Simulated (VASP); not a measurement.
Write the native input for VASP 6.6.1 that does the following.

| Quantity | Value |
| --- | --- |
| Task | relaxation of the atoms |
| Functional | PBE |
| Potentials or basis | VASP PAW PBE potentials, release 64 (Sn_d, O) |
| Cutoff | 520 eV |
| k mesh | 4 × 4 × 4 |
| Occupations | fermi-dirac, width 0.05 eV |
| Spin | no spin polarisation |
| Dipole correction | no |
| Further INCAR settings | ALGO = Normal; EDIFF = 1e-07; IBRION = 2; EDIFFG = -0.01; NSW = 60 |

The structure of SnO2 lies in POSCAR:

```
SnO2
1.0
    5.1752560000     -0.1035051200      0.0000000000
   -0.1035051200      5.1752560000      0.0000000000
    0.0000000000      0.0000000000      5.1752560000
Sn O
4 8
Direct
    0.0000000000      0.0000000000      0.0000000000
    0.5000000000      0.0000000000      0.5000000000
    0.5000000000      0.5000000000      0.0000000000
    0.0000000000      0.5000000000      0.5000000000
    0.6610980000      0.8389020000      0.1610980000
    0.8389020000      0.1610980000      0.6610980000
    0.1610980000      0.6610980000      0.8389020000
    0.3389020000      0.3389020000      0.3389020000
    0.6610980000      0.6610980000      0.6610980000
    0.8389020000      0.3389020000      0.1610980000
    0.1610980000      0.8389020000      0.3389020000
    0.3389020000      0.1610980000      0.8389020000
```

One way to write it, as run:

INCAR

```
  ALGO = Normal
  EDIFF = 1E-7
  EDIFFG = -0.01
  ENCUT = 520
  GGA = PE
  IBRION = 2
  ISIF = 2
  ISMEAR = -1
  KPAR = 4
  LASPH = True
  LCHARG = False
  LREAL = False
  LWAVE = False
  NELM = 60
  NSW = 60
  PREC = Accurate
  SIGMA = 0.05
```

KPOINTS

```
k-points
0
Gamma
  4 4 4
```

Potentials or basis: VASP PAW PBE potentials, release 64 (Sn_d, O).

Launch:

```console
$ cat potpaw_PBE.64/Sn_d/POTCAR potpaw_PBE.64/O/POTCAR > POTCAR
$ mpirun -np 4 vasp_std > vasp.out
```

Results of the run:

```json
{
  "Energy gained by relaxing": "0.4 meV/atom",
  "Ionic steps": "6",
  "Pressure after relaxing": "0.2 GPa",
  "Largest force after relaxing": "0.008 eV/Å",
  "Band gap on the k mesh": "0.49 eV (least direct gap 0.52 eV)"
}
```

Caveat: semilocal functionals underestimate gaps, and a narrow one can read as zero; spin-orbit coupling is left out, which moves the levels of the heavy elements.

Wall time 4.9 min on 4 MPI ranks on AMD EPYC 7R43 64-Core Processor (Zen 3) (shared host), peak memory 0.32 GiB a rank.
